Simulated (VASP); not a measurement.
The system is MgS.

```
Mg S
1.0
     0.00000    2.83088    2.83088
     2.83088    0.00000    2.83088
     2.83088    2.83088    0.00000
Mg S
1 1
Direct
  0.00000 0.00000 0.00000
  0.25000 0.25000 0.25000
```

Base run:

```yaml
Program: VASP 6.6.1
Functional: PBE
Potentials_or_basis: VASP PAW PBE potentials, release 64 (Mg, S)
Cutoff: 600 eV
k_mesh: 6 × 6 × 6
Occupations: gaussian, width 0.01 eV
Spin: no spin polarisation
```

Its results: band gap on the k mesh 3.46 eV, direct; pressure 1.0 GPa.

The run is repeated on the same cell with these changes: functional from PBE to LDA; potentials or basis from VASP PAW PBE potentials, release 64 (Mg, S) to VASP PAW LDA potentials, release 64 (Mg, S). What comes out?

Band gap on the k mesh 3.19 eV, direct; pressure -2.4 GPa.

A k mesh can miss the band edges.
